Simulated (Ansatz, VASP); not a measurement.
# One calculation of Si, two programs

POSCAR

```
Si
1.0
    0.0000000000      2.8275495440      2.8275495440
    2.8275495440      0.0000000000      2.8275495440
    2.8275495440      2.8275495440      0.0000000000
Si
2
Direct
    0.5000000000      0.5000000000      0.5000000000
    0.7500000000      0.7500000000      0.7500000000
```

The input INCAR.step1:

```
  PREC = Accurate
  ENCUT = 520
  ISMEAR = -1
  SIGMA = 0.05
  LREAL = F
  LASPH = T
  NELM = 60
  NBANDS = 11
  GGA = PE
  ALGO = Normal
  EDIFF = 1E-4
  LWAVE = T
  LCHARG = F
```

Contents of INCAR.step2:

```
  PREC = Accurate
  ENCUT = 520
  EDIFF = 1E-6
  ISMEAR = -1
  SIGMA = 0.05
  LREAL = F
  LASPH = T
  NELM = 60
  ALGO = Normal
  ISIF = 2
  LWAVE = F
  LCHARG = F
  METAGGA = R2SCAN
  LMIXTAU = T
  NBANDS = 11
  ISTART = 1
```

The input KPOINTS:

```
regular mesh
0
Gamma
  9 9 9
```

Input for Ansatz:

```yaml
crystal:
  lattice:
    - [0.0, 2.827549544, 2.827549544]
    - [2.827549544, 0.0, 2.827549544]
    - [2.827549544, 2.827549544, 0.0]
  atoms:
    - { symbol: Si, position: [0.5, 0.5, 0.5] }
    - { symbol: Si, position: [0.75, 0.75, 0.75] }
hamiltonian:
  xc: r2scan
  pseudopotentials:
    kind: paw
    azcp:
      Si: "pseudopotentials/Si.paw.azcp"
basis:
  ecutwfc: 500
  fft_grid_basis: typed
kpoints:
  mp_grid: { grid: [9, 9, 9], shift: [0, 0, 0] }
magnetization:
  spin_polarized: false
scf:
  occupations: { method: fermi_dirac, width: 0.05 }
output:
  stress: true
```

Alike in both runs: task single point; functional r2SCAN; k mesh 9 × 9 × 9; occupations fermi-dirac, width 0.05 eV; no spin polarisation.

```csv
,VASP,Ansatz
version,VASP 6.6.1,Ansatz 0.2.0
potentials or method,"VASP PAW PBE potentials, release 64 (Si), cutoff 520 eV","plane waves (500 eV) with PAW, scalar-relativistic"
valence electrons in the cell,8,8
```

```csv
,VASP,Ansatz,Ansatz less VASP
pressure (GPa),-8.8,-8.7,+0.18
```

VASP's potentials were made for PBE, not for r2SCAN.
